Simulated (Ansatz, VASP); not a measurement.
**In3B2As: VASP beside Ansatz**

```
In B As
1.0
     6.77092    0.00000    0.00000
    -3.38546    5.86379    0.00000
     0.00000    0.00000    3.02322
In B As
3 2 1
Direct
  0.50000 0.00000 0.50000
  0.00000 0.50000 0.50000
  0.50000 0.50000 0.50000
  0.33333 0.66667 0.00000
  0.66667 0.33333 0.00000
  0.00000 0.00000 0.00000
```

Change from the starting cell: species swapped into the NdGa2Pt3 type (P6/mmm, No. 191).

Alike in both runs: functional PBE; k mesh 3 × 3 × 6; occupations gaussian, width 0.1 eV; no spin polarisation.

Ansatz relaxed the structure, and its values are those at the end. VASP's run is a single point on that final structure, the one shown.

```csv
,VASP,Ansatz
version,VASP 6.6.1,Ansatz 0.2.0
potentials or method,"VASP PAW PBE potentials, release 64 (In_d, B, As), cutoff 520 eV","scalar-relativistic, plane waves, PAW"
valence electrons in the cell,50,60
```

```csv
,VASP,Ansatz,Ansatz less VASP
gap on the k mesh at the Fermi level (eV),none,none,-
pressure (GPa),-0.1,-0.1,+0.02
```

A gap of «none» marks a metal or a gap that the smearing closes. VASP's potentials hold 50 valence electrons a cell and Ansatz's 60, so a difference there can come from the potentials and not from the codes.
